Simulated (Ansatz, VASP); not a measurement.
Two plane-wave programs on Se

The input INCAR:

```
PREC = Accurate
ENCUT = 520
EDIFF = 1E-8
ISMEAR = -1
SIGMA = 0.01
LREAL = False
LASPH = True
NELM = 60
ALGO = Normal
ISIF = 2
LWAVE = False
LCHARG = False
GGA = PS
LEFG = True
NBANDS = 27
```

Contents of KPOINTS:

```
Automatic mesh
0
Gamma
  6 6 6
```

The input POSCAR:

```
Se
1.0
    5.7186234740      3.3016488021      1.4861073048
   -5.7186234740      3.3016488021      1.4861073048
    0.0000000000     -6.6032976042      1.4861073048
Se
6
Direct
    0.2806600000      0.1625100000      0.9181800000
    0.9181800000      0.2806600000      0.1625100000
    0.1625100000      0.9181800000      0.2806600000
    0.7193400000      0.8374900000      0.0818200000
    0.0818200000      0.7193400000      0.8374900000
    0.8374900000      0.0818200000      0.7193400000
```

Input for Ansatz:

```yaml
crystal:
  lattice:
    - [5.718623474, 3.3016488021, 1.4861073048]
    - [-5.718623474, 3.3016488021, 1.4861073048]
    - [0.0, -6.6032976042, 1.4861073048]
  atoms:
    - { symbol: Se, position: [0.28066, 0.16251, 0.91818] }
    - { symbol: Se, position: [0.91818, 0.28066, 0.16251] }
    - { symbol: Se, position: [0.16251, 0.91818, 0.28066] }
    - { symbol: Se, position: [0.71934, 0.83749, 0.08182] }
    - { symbol: Se, position: [0.08182, 0.71934, 0.83749] }
    - { symbol: Se, position: [0.83749, 0.08182, 0.71934] }
kpoints:
  mp_grid: { grid: [6, 6, 6] }
scf:
  occupations: { method: fermi_dirac, width: 0.01 }
hamiltonian:
  xc: pbesol
  pseudopotentials: { kind: paw }
output:
  forces: true
  stress: true
  eigenvalues: true
  efg: { contact_densities: true }
```

Change from the starting cell: volume scaled by 1.02, PAW files.

Alike in both runs: task electric field gradients; functional PBEsol; k mesh 6 × 6 × 6; occupations fermi-dirac, width 0.01 eV; no spin polarisation.

|  | VASP | Ansatz |
| --- | --- | --- |
| version | VASP 6.6.1 | Ansatz 0.2.0 |
| potentials or method | VASP PAW PBE potentials, release 64 (Se) | PAW with Ansatz's default frozen-core files, scalar-relativistic |
| plane-wave cutoff (eV) | 520 | 420 |
| valence electrons in the cell | 36 | 96 |

```csv
,VASP,Ansatz,Ansatz less VASP
gap on the k mesh at the Fermi level (eV),1.09,1.10,+0.003
pressure (GPa),-0.8,-0.9,-0.18
"traceless stress, the component that is largest in VASP (GPa)",0.49,0.56,+0.067
rms of the force components (eV/Å),0.105,0.085,-0.0202
size of Vzz on the site where it differs most (V/Å²),548.2,567.9,+19.67
```

VASP's potentials were made for PBE, not for PBEsol. Atom by atom the forces differ by 0.027 eV/Å (rms over components). With one functional, cell and mesh, what is left measures potentials, basis and numerics. VASP's potentials hold 36 valence electrons a cell and Ansatz's 96, so a difference there can come from the potentials and not from the codes.
